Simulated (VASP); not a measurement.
Here is a VASP 6.6.1 calculation.

File INCAR:

```
SYSTEM = MnO
PREC     = Accurate       ! precision mode
ENCUT    = 520            ! plane-wave cutoff, eV
EDIFF    = 1E-7           ! SCF threshold, eV
ISMEAR   = -1             ! smearing method
SIGMA    = 0.05           ! smearing width, eV
LREAL    = .FALSE.        ! projectors in reciprocal space
LASPH    = .TRUE.         ! aspherical terms in the spheres
NELM     = 150            ! most SCF steps
ALGO     = Normal         ! electronic algorithm
ISIF     = 2              ! what is computed and relaxed
LWAVE    = .FALSE.        ! write WAVECAR
LCHARG   = .FALSE.        ! write CHGCAR
ISPIN    = 2              ! spin polarisation
MAGMOM   = 4 4 0 0        ! initial moments
LORBIT   = 11             ! projections on sites
LMAXMIX  = 4              ! l up to which the mixer works
GGA      = PS             ! functional
NBANDS   = 31             ! bands
```

File KPOINTS:

```
Automatic mesh
0
G
  9 9 5
  0 0 0
```

File POSCAR:

```
MnO
1.0
    1.7679810536     -2.9906727541      0.0000000000
    1.7679810536      2.9906727541      0.0000000000
    0.0000000000      0.0000000000      5.5805037889
Mn O
2 2
Direct
    0.8250481200      0.1749518800      0.9976535200
    0.1749518800      0.8250481200      0.4976535200
    0.8376626400      0.1623373600      0.6159161550
    0.1623373600      0.8376626400      0.1159161550
```

Potentials or basis: VASP PAW PBE potentials, release 64 (Mn_pv, O).

Run with:

```console
$ cat potpaw_PBE.64/Mn_pv/POTCAR potpaw_PBE.64/O/POTCAR > POTCAR
$ mpirun -np 1 vasp_std > vasp.out
```

**Question.** What does it give for the band gap on the k mesh?

**Answer.** Zero (filled and empty bands overlap).

**Question.** What does it give for the site moments?

**Answer.** Mn +4.44; O +0.17 μB.

**Question.** What does it give for the largest force?

**Answer.** 0.065 eV/Å.

**Question.** Predict the pressure.

**Answer.** -10.6 GPa.

Stress tensor (GPa, compression positive):
```
-11.23   0.00   0.00
  0.00  -9.99   0.00
  0.00   0.00 -10.61
```

Caveat: the PAW data sets were made with another functional, which shifts forces and pressure a little; semilocal functionals often make such compounds metallic where correlation or magnetic order opens a gap, which also shifts bond lengths; only a ferromagnetic start was run, and an antiferromagnetic order may lie lower in energy.
